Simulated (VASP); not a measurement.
Wanted: the native input for a VASP 6.6.1 run.

```
Task                   : single point
Functional             : PBEsol
Potentials or basis    : VASP PAW PBE potentials, release 64 (F)
Cutoff                 : 520 eV
k mesh                 : 4 × 4 × 2
Occupations            : gaussian, width 0.05 eV
Spin                   : no spin polarisation
Dipole correction      : no
Further INCAR settings : ALGO = Normal; EDIFF = 1e-06; NBANDS = 22
```

The structure of F lies in POSCAR:

```
F
1.0
    3.1004838602     -1.7819543364     -0.2391360627
    3.1004838602      1.7819543364     -0.2391360627
   -2.3313270155      0.0000000000      7.1362390124
F
4
Direct
    0.0848459664      0.0848459664      0.1019959513
    0.9151540336      0.9151540336      0.8980040487
    0.5015719855      0.5015719855      0.5937195244
    0.4984280145      0.4984280145      0.4062804756
```

One way to write it, as run:

INCAR

```
SYSTEM = F
PREC = Accurate ; ENCUT = 520
EDIFF = 1E-6 ; ISMEAR = 0
SIGMA = 0.05 ; LREAL = .FALSE.
LASPH = .TRUE. ; NELM = 100
ALGO = Normal ; ISIF = 2
LWAVE = .FALSE. ; LCHARG = .FALSE.
GGA = PS ; NBANDS = 22
```

KPOINTS

```
Automatic mesh
0
G
  4 4 2
  0 0 0
```

Potentials or basis: VASP PAW PBE potentials, release 64 (F).

Run with:

```console
$ cat potpaw_PBE.64/F/POTCAR > POTCAR
$ mpirun -np 1 vasp_std > vasp.out
```

Results of the run:

```yaml
Pressure: -2.4 GPa
Largest_force: 2.119 eV/Å
Band_gap_on_the_k_mesh: 2.25 eV, indirect (least direct gap 2.35 eV)
```

Caveat: the k points lie up to 0.52 Å⁻¹ apart; the PAW data sets were made with another functional, which shifts forces and pressure a little.

Run time: 13 s on 1 thread of Intel(R) Xeon(R) Platinum 8488C (Sapphire Rapids), on a shared host, peak memory 0.18 GiB.
